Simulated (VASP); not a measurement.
# SrTiO3 (Cmmm) in VASP: single point with PBE

Aim: the single point of SrTiO3 with PBE.

Program: VASP 6.6.1. These are calculated values, not measurements. Logs are shortened: lines on timing, memory, paths and dates and some standing lists are left out, and cuts for length are marked.

## Step 1: The cell of the first run

It takes space group Cmmm (No. 65, orthorhombic). The conventional cell has a = 5.470 Å, b = 5.630 Å, c = 3.868 Å, α = 90.00°, β = 90.00°, γ = 90.00°. Sr (site symmetry mmm) has 12 O at 2.74 to 2.82 Å and 8 Ti at 3.35 to 3.42 Å within 3.6 Å. Within 2.6 Å of Ti (site symmetry mmm) lie 6 O at 1.93 to 1.96 Å. Within 2.6 Å of O (site symmetry 2/m) lie 2 Ti at 1.96 Å. Within 2.6 Å of O (site symmetry mmm) lie 2 Ti at 1.93 Å.

## Step 2: Single point, PBE

INCAR

```
PREC = Accurate
ENCUT = 520
EDIFF = 1E-6
ISMEAR = 0
SIGMA = 0.02
LREAL = F
LASPH = T
NELM = 60
ALGO = Normal
ISIF = 2
LWAVE = F
LCHARG = T
GGA = PE
LELF = T
LVHAR = T
NBANDS = 28
ISYM = 0
```

KPOINTS

```
Automatic mesh
0
Gamma
  7 5 9
```

POSCAR

```
SrTiO3
1.0
    3.8679403894      0.0000000000      0.0000000000
    0.0000000000      5.4700937572      0.0000162076
    0.0000000000     -2.7350384558      2.8150270923
Sr Ti O
1 1 3
Direct
    0.0000000000      0.0000000000      0.0000000000
    0.5000000000      0.5000000000      0.0000000000
    0.5000000000      0.5000000000      0.5000000000
    0.0000000000      0.5000000000      0.0000000000
    0.5000000000      0.0000000000      0.5000000000
```

Potentials or basis: VASP PAW PBE potentials, release 64 (Sr_sv, Ti_sv, O).

Started as:

```bash
> cat potpaw_PBE.64/Sr_sv/POTCAR potpaw_PBE.64/Ti_sv/POTCAR potpaw_PBE.64/O/POTCAR > POTCAR
> mpirun -np 1 vasp_std > vasp.out
```

OUTCAR:

```text
PREC = Accurate
   ENCUT = 520
   EDIFF = 1E-6
   ISMEAR = 0
   LREAL = F
   LASPH = T
   NELM = 60
   ISIF = 2
   GGA = PE
   ISYM = 0

 ion  position               nearest neighbor table
   1  0.000  0.000  0.000-   4 2.74   4 2.74   5 2.76   5 2.76   5 2.76   5 2.76   3 2.76   3 2.76
                             3 2.76   3 2.76   4 2.82   4 2.82   2 3.35   2 3.35   2 3.35   2 3.35
   2  0.500  0.500  0.000-   4 1.93   4 1.93   3 1.96   3 1.96   5 1.96   5 1.96   1 3.35   1 3.35
                             1 3.35   1 3.35   1 3.42   1 3.42   1 3.42   1 3.42
   3  0.500  0.500  0.500-   2 1.96   2 1.96   1 2.76   1 2.76   1 2.76   1 2.76
   4  0.000  0.500  0.000-   2 1.93   2 1.93   1 2.74   1 2.74   1 2.82   1 2.82
   5  0.500  0.000  0.500-   2 1.96   2 1.96   1 2.76   1 2.76   1 2.76   1 2.76

IMPORTANT INFORMATION: All symmetrisations will be switched off!
NOSYMM: (Re-)initialisation of all symmetry stuff for point group C_1.

----------------------------------------------------------------------------------------

                                     Primitive cell

  volume of cell :      59.5605

  direct lattice vectors                    reciprocal lattice vectors
     3.867940389  0.000000000  0.000000000     0.258535525  0.000000000  0.000000000
     0.000000000  5.470093757  0.000016208     0.000000000  0.182811697  0.177617126
     0.000000000 -2.735038456  2.815027092     0.000000000 -0.000001053  0.355235345

  length of vectors
     3.867940389  5.470093757  3.924896545     0.258535525  0.254888132  0.355235345

  position of ions in fractional coordinates (direct lattice)
     0.000000000  0.000000000  0.000000000
     0.500000000  0.500000000  0.000000000
     0.500000000  0.500000000  0.500000000
     0.000000000  0.500000000  0.000000000
     0.500000000  1.000000000  0.500000000

  ion indices of the primitive-cell ions
   primitive index   ion index
                 1           1
                 2           2
                 3           3
                 4           4
                 5           5

----------------------------------------------------------------------------------------

 KPOINTS: Automatic mesh

Automatic generation of k-mesh.
 Grid dimensions read from file:
 generate k-points for:    7    5    9

 Generating k-lattice:

  Cartesian coordinates                     Fractional coordinates (reciprocal lattice)
     0.036933646  0.000000000  0.000000000     0.142857143  0.000000000  0.000000000
     0.000000000  0.036562339  0.035523425     0.000000000  0.200000000  0.000000000
     0.000000000 -0.000000117  0.039470594     0.000000000  0.000000000  0.111111111

  Length of vectors
     0.036933646  0.050977626  0.039470594

  Shift w.r.t. Gamma in fractional coordinates (k-lattice)
     0.000000000  0.000000000  0.000000000

 -----------------------------------------------------------------------------
|                                                                             |
|           W    W    AA    RRRRR   N    N  II  N    N   GGGG   !!!           |
|           W    W   A  A   R    R  NN   N  II  NN   N  G    G  !!!           |
|           W    W  A    A  R    R  N N  N  II  N N  N  G       !!!           |
|           W WW W  AAAAAA  RRRRR   N  N N  II  N  N N  G  GGG   !            |
|           WW  WW  A    A  R   R   N   NN  II  N   NN  G    G                |
|           W    W  A    A  R    R  N    N  II  N    N   GGGG   !!!           |
|                                                                             |
|     Your reciprocal lattice and k-lattice belong to different lattice       |
|     classes:                                                                |
|                                                                             |
|        The reciprocal lattice is base centered orthorhombic,                |
|        whereas your k-lattice is simple monoclinic.                         |
|                                                                             |
|     Results are often still useful ...                                      |
|                                                                             |
 -----------------------------------------------------------------------------

 WARNING: IBZKPT: internal override: KBLOWUP is changed to .FALSE.
      ... skipping the blow-up phase ...

 Subroutine IBZKPT returns following result:
 ===========================================

 Found    158 irreducible k-points:

 Following reciprocal coordinates:
            Coordinates               Weight
  0.000000  0.000000  0.000000      1.000000
  0.142857  0.000000  0.000000      2.000000
  0.285714  0.000000  0.000000      2.000000
  0.428571  0.000000  0.000000      2.000000
  0.000000  0.200000  0.000000      2.000000
  0.142857  0.200000  0.000000      2.000000
[... 16 lines left out ...]
 -0.428571  0.000000  0.111111      2.000000
 -0.285714  0.000000  0.111111      2.000000
 [... further k-points ...]
   k-points           NKPTS =    158   k-points in BZ     NKDIM =    158   number of bands    NBANDS=     28
   number of dos      NEDOS =    301   number of ions     NIONS =      5
   total plane-waves  NPLWV =  37800
   dimension x,y,z NGX =    30 NGY =   42 NGZ =   30
   dimension x,y,z NGXF=    60 NGYF=   84 NGZF=   60
   ions per type =               1   1   3
   NGX,Y,Z   is equivalent  to a cutoff of  12.89, 12.76, 12.71 a.u.
   NGXF,Y,Z  is equivalent  to a cutoff of  25.79, 25.53, 25.41 a.u.
 SYSTEM =  unknown system
   PREC   = accura    normal or accurate (medium, high low for compatibility)
   ISTART =      0    job   : 0-new  1-cont  2-samecut
   ICHARG =      2    charge: 1-file 2-atom 10-const
   ISPIN  =      1    spin polarized calculation?
   LNONCOLLINEAR =      F non collinear calculations
   LSORBIT =      F    spin-orbit coupling
   LASPH  =      T    aspherical Exc in radial PAW
   ENCUT  =  520.0 eV  38.22 Ry    6.18 a.u.   7.19 10.17  7.30*2*pi/ulx,y,z
   NELM   =     60;   NELMIN=  2; NELMDL= -5     # of ELM steps
   EDIFF  = 0.1E-05   stopping-criterion for ELM
   LREAL  =      F    real-space projection
   EDIFFG = 0.1E-04   stopping-criterion for IOM
   NSW    =      0    number of steps for IOM
   IBRION =     -1    ionic relax: 0-MD 1-quasi-New 2-CG
   NFREE  =      0    steps in history (QN), initial steepest desc. (CG)
   ISIF   =      2    stress and relaxation
   ISYM   =      0    0-nonsym 1-usesym 2-fastsym
   POTIM  = 0.5000    time-step for ionic-motion
   TEBEG  =    0.0;   TEEND  =   0.0 temperature during run
   PSTRESS=    0.0 pullay stress
   NELECT =      40.0000    total number of electrons
   NUPDOWN=      -1.0000    fix difference up-down
   EMIN   =  10.00;   EMAX   =-10.00  energy-range for DOS
   EFERMI =   0.00;   METHOD = LEGACY
   ISMEAR =     0;   SIGMA  =   0.02  broadening in eV -4-tet -1-fermi 0-gaus
   EFERMI_NEDOS =   21; number of points for ismear=-14 and -15
   IALGO  =     38    algorithm
   IMIX   =      4    mixing-type and parameters
     AMIX     =   0.40;   BMIX     =  1.00
     AMIX_MAG =   1.60;   BMIX_MAG =  1.00
  volume/ion in A,a.u.               =      11.91        80.39
  Fermi-wavevector in a.u.,A,eV,Ry     =   1.433646  2.709199 27.964624  2.055342
  Thomas-Fermi vector in A             =   2.553142
   LORBIT       =      0    0 simple, 1 ext, 2 COOP (PROOUT), +10 PAW based schemes
   GGA     = PE    functional components
   LHFCALC =     F    Hartree Fock is set to
   AEXX    =    0.0000 exact exchange contribution
   IVDW    =     0    specifies the selected vdW correction
   LEPSILON=     F    determine dielectric tensor
   LRPA    =     F    only Hartree local field effects (RPA)
 non-spin polarized calculation
 Gauss-broadening in eV      SIGMA  =   0.02
  energy-cutoff  :      520.00
  volume of cell :       59.56
 maximum number of plane-waves:      1630
 NGX is ok and might be reduce to    30
   NGX = 15   NGY = 21   NGZ = 15

 number of electron      40.0000018 magnetization

 Free energy of the ion-electron system (eV)
  ---------------------------------------------------
  ext. energy  EPLUGINS =         0.00000000
  ---------------------------------------------------
  free energy    TOTEN  =       -40.05294312 eV

  energy without entropy =      -40.05294312  energy(sigma->0) =      -40.05294312

 E-fermi :   4.2521     XC(G=0): -11.2695

 val. band max:        4.1103397509   @ k =  -0.4286   0.0000   0.4444
 cond. band min:       5.9760095064   @ k =   0.0000   0.0000   0.0000
 fundamental gap:      1.8656697555
 Fermi energy:         4.2520912385

 k-point     1 :       0.0000    0.0000    0.0000
  band No.  band energies     occupation
      1     -52.3042      2.00000
      2     -28.6266      2.00000
      3     -28.5590      2.00000
      4     -28.5583      2.00000
      5     -28.5341      2.00000
      6     -13.2687      2.00000
[... 20 lines left out ...]
     27       9.6347      0.00000
     28      10.3725      0.00000

 k-point     2 :       0.1429    0.0000    0.0000
  band No.  band energies     occupation
      1     -52.3038      2.00000
      2     -28.6528      2.00000
      3     -28.5576      2.00000
      4     -28.5431      2.00000
      5     -28.5335      2.00000
      6     -13.2628      2.00000
[... 20 lines left out ...]
     27      10.0025      0.00000
     28      10.8717      0.00000

 k-point     3 :       0.2857    0.0000    0.0000
  band No.  band energies     occupation
      1     -52.3031      2.00000
      2     -28.6981      2.00000
      3     -28.5562      2.00000
      4     -28.5321      2.00000
      5     -28.5206      2.00000
      6     -13.3368      2.00000
[... 616 lines left out ...]
      3     -28.5624      2.00000
      4     -28.5414      2.00000
      5     -28.5127      2.00000
      6     -13.3145      2.00000
[... 20 lines left out ...]
     27      11.8435      0.00000
     28      12.4375      0.00000

 k-point    24 :      -0.2857    0.0000    0.1111
  band No.  band energies     occupation
      1     -52.3027      2.00000
      2     -28.6894      2.00000
      3     -28.5636      2.00000
      4     -28.5538      2.00000
      5     -28.5104      2.00000
      6     -13.2428      2.00000
[... 20 lines left out ...]
     27      11.0673      0.00000
     28      12.0972      0.00000

 [... further k-points ...]

------------------------ aborting loop because EDIFF is reached ----------------------------------------

  FORCE on cell =-STRESS in cart. coord.  units (eV):
  Direction    XX          YY          ZZ          XY          YZ          ZX
  --------------------------------------------------------------------------------------
  -------------------------------------------------------------------------------------
  Total        2.7772404      2.6714824      0.2179879     -0.0000029      0.0000435     -0.0000146
  in kB       74.7077559     71.8628654      5.8638736     -0.0000787      0.0011703     -0.0003938
  external PRESSURE =      50.8114983 kB  Pullay stress =       0.0000000 kB

 VOLUME and BASIS-vectors are now :
 -----------------------------------------------------------------------------
  energy-cutoff  :      520.00
  volume of cell :       59.56
      direct lattice vectors                 reciprocal lattice vectors
     3.867940389  0.000000000  0.000000000     0.258535525  0.000000000  0.000000000
     0.000000000  5.470093757  0.000016208     0.000000000  0.182811697  0.177617126
     0.000000000 -2.735038456  2.815027092     0.000000000 -0.000001053  0.355235345

 POSITION                                       TOTAL-FORCE (eV/Angst)
 -----------------------------------------------------------------------------------
      0.00000      0.00000      0.00000        -0.000001      0.000001      0.000000
      1.93397      2.73505      0.00001        -0.000000     -0.000000     -0.000000
      1.93397      1.36753      1.40752         0.000001      0.000001      0.000000
      0.00000      2.73505      0.00001         0.000001     -0.000002     -0.000005
      1.93397     -1.36752      1.40751        -0.000001      0.000001      0.000005
 -----------------------------------------------------------------------------------
    total drift:                               -0.000001      0.000000     -0.000003

  FREE ENERGIE OF THE ION-ELECTRON SYSTEM (eV)
  ---------------------------------------------------
  free  energy   TOTEN  =       -40.0529431242 eV

  energy  without entropy=      -40.0529431242  energy(sigma->0) =      -40.05294312
```

Run time: 6.8 min. Hardware: 1 thread of Intel Xeon Platinum 8259CL at 2.50GHz (Skylake/Cascade Lake), shared host; peak memory 0.37 GiB.

What came out:

- Free energy: -40.0529 eV
- Pressure: 5.1 GPa
- Band gap on the k mesh: 1.87 eV (least direct gap 2.09 eV)

Stress tensor (GPa, compression positive):
```
7.47 0.00 0.00
0.00 7.19 0.00
0.00 0.00 0.59
```

Levels at points of the mesh, in eV from the valence-band top:
```csv
k point,band 18,band 19,band 20,band 21,band 22,band 23
"(0.00, 0.00, 0.00)",-0.37,-0.30,-0.23,1.87,1.88,1.96
```

Caveat: the stress differs along the axes, from 1 to 7 GPa. A k mesh can miss the band edges.
